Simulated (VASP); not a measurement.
**HfSc: single point with LDA**

HfSc:

```
CELL_PARAMETERS angstrom
3.24012 0.00000 0.00000
-1.62006 2.80603 0.00000
0.00000 0.00000 5.10413
ATOMIC_POSITIONS crystal
Hf 0.66667 0.33333 0.50000
Sc 0.33333 0.66667 0.00000
```

```
Program             : VASP 6.6.1
Task                : single point
Functional          : LDA
Potentials or basis : VASP PAW LDA potentials, release 64 (Hf_pv, Sc_sv)
Cutoff              : 520 eV
k mesh              : 10 × 10 × 6
Occupations         : fermi-dirac, width 0.03 eV
Spin                : collinear spin
Starting moments    : [1.2, 1.2] μB
Fixed moment        : 2.4 μB
```

* Pressure: -3.7 GPa
* Net moment: 2.40 μB per cell
* Site moments: Hf +0.89; Sc +0.66 μB
* Valence electrons inside the program's atomic spheres: Hf 8.27; Sc 9.50

Stress tensor (GPa, compression positive):
```
-5.60  0.00  0.00
 0.00 -5.60  0.00
 0.00  0.00  0.07
```

Run time: 51 s on 1 thread of AMD EPYC 9R45 (Zen 5), with other jobs on the host, peak memory 0.19 GiB.

Caveat: the cell stands under tension; the total moment is fixed, so each spin has its own Fermi level.
